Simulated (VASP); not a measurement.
MoS2: single point with r2SCAN

The system is MoS2.

```
Mo S
1.0
    -1.59213   -8.27297    0.00000
     7.96067    2.75766    0.00000
     0.00000    0.00000   12.99040
Mo S
14 28
Direct
  0.66667 0.33333 0.25000
  0.80952 0.76190 0.25000
  0.38095 0.47619 0.25000
  0.95238 0.19048 0.25000
  0.52381 0.90476 0.25000
  0.09524 0.61905 0.25000
  0.23810 0.04762 0.25000
  0.47619 0.09524 0.75000
  0.61905 0.52381 0.75000
  0.19048 0.23810 0.75000
  0.76190 0.95238 0.75000
  0.33333 0.66667 0.75000
  0.90476 0.38095 0.75000
  0.04762 0.80952 0.75000
  0.66667 0.33333 0.63047
  0.80952 0.76190 0.63047
  0.38095 0.47619 0.63047
  0.95238 0.19048 0.63047
  0.52381 0.90476 0.63047
  0.09524 0.61905 0.63047
  0.23810 0.04762 0.63047
  0.47619 0.09524 0.36953
  0.61905 0.52381 0.36953
  0.19048 0.23810 0.36953
  0.76190 0.95238 0.36953
  0.33333 0.66667 0.36953
  0.90476 0.38095 0.36953
  0.04762 0.80952 0.36953
  0.66667 0.33333 0.86953
  0.80952 0.76190 0.86953
  0.38095 0.47619 0.86953
  0.95238 0.19048 0.86953
  0.52381 0.90476 0.86953
  0.09524 0.61905 0.86953
  0.23810 0.04762 0.86953
  0.47619 0.09524 0.13047
  0.61905 0.52381 0.13047
  0.19048 0.23810 0.13047
  0.76190 0.95238 0.13047
  0.33333 0.66667 0.13047
  0.90476 0.38095 0.13047
  0.04762 0.80952 0.13047
```

```json
{"Program": "VASP 6.6.1", "Task": "single point", "Functional": "r2SCAN", "Potentials or basis": "VASP PAW PBE potentials, release 64 (Mo_sv, S)", "Cutoff": "550 eV", "k mesh": "2 × 2 × 2", "Occupations": "gaussian, width 0.01 eV", "Spin": "no spin polarisation"}
```

The pressure is 0.1 GPa and the largest force is 0.008 eV/Å. The band gap on the k mesh is 1.48 eV.

Forces in eV/Å, atoms in the order of the input:
```
Mo   0.000  0.000  0.000
Mo   0.000  0.000  0.000
Mo   0.000  0.000  0.000
Mo   0.000  0.000  0.000
Mo   0.000  0.000  0.000
Mo   0.000  0.000  0.000
Mo   0.000  0.000  0.000
Mo   0.000  0.000  0.000
Mo   0.000  0.000  0.000
Mo   0.000  0.000  0.000
Mo   0.000  0.000  0.000
Mo   0.000  0.000  0.000
Mo   0.000  0.000  0.000
Mo   0.000  0.000  0.000
S    0.000  0.000 -0.008
S    0.000  0.000 -0.008
S    0.000  0.000 -0.008
S    0.000  0.000 -0.008
S    0.000  0.000 -0.008
S    0.000  0.000 -0.008
S    0.000  0.000 -0.008
S    0.000  0.000  0.008
S    0.000  0.000  0.008
S    0.000  0.000  0.008
S    0.000  0.000  0.008
S    0.000  0.000  0.008
S    0.000  0.000  0.008
S    0.000  0.000  0.008
S    0.000  0.000  0.008
S    0.000  0.000  0.008
S    0.000  0.000  0.008
S    0.000  0.000  0.008
S    0.000  0.000  0.008
S    0.000  0.000  0.008
S    0.000  0.000  0.008
S    0.000  0.000 -0.008
S    0.000  0.000 -0.008
S    0.000  0.000 -0.008
S    0.000  0.000 -0.008
S    0.000  0.000 -0.008
S    0.000  0.000 -0.008
S    0.000  0.000 -0.008
```

Stress tensor (GPa, compression positive):
```
0.10 0.00 0.00
0.00 0.10 0.00
0.00 0.00 0.00
```

Levels at points of the mesh, in eV from the valence-band top:
| k point | band 179 | band 180 | band 181 | band 182 | band 183 | band 184 | band 185 | band 186 |
| --- | --- | --- | --- | --- | --- | --- | --- | --- |
| (0.00, 0.00, 0.00) | -1.31 | -1.31 | -0.89 | 0.00 | 1.48 | 1.48 | 1.48 | 1.48 |
| (0.50, 0.00, 0.00) | -0.82 | -0.82 | -0.81 | -0.81 | 1.48 | 1.48 | 1.50 | 1.50 |
| (0.00, 0.00, 0.50) | -1.33 | -1.33 | -0.28 | -0.28 | 1.72 | 1.72 | 1.72 | 1.72 |
| (0.50, 0.00, 0.50) | -0.86 | -0.86 | -0.86 | -0.86 | 1.55 | 1.55 | 1.55 | 1.55 |

Run time: 8 min on 4 MPI ranks on AMD EPYC 9R45 96-Core Processor (Zen 5), on a shared host, peak memory 0.68 GiB a rank.

Caveat: the k points lie up to 0.43 Å⁻¹ apart; the PAW data sets were made with another functional, which shifts forces and pressure a little. A k mesh can miss the band edges.
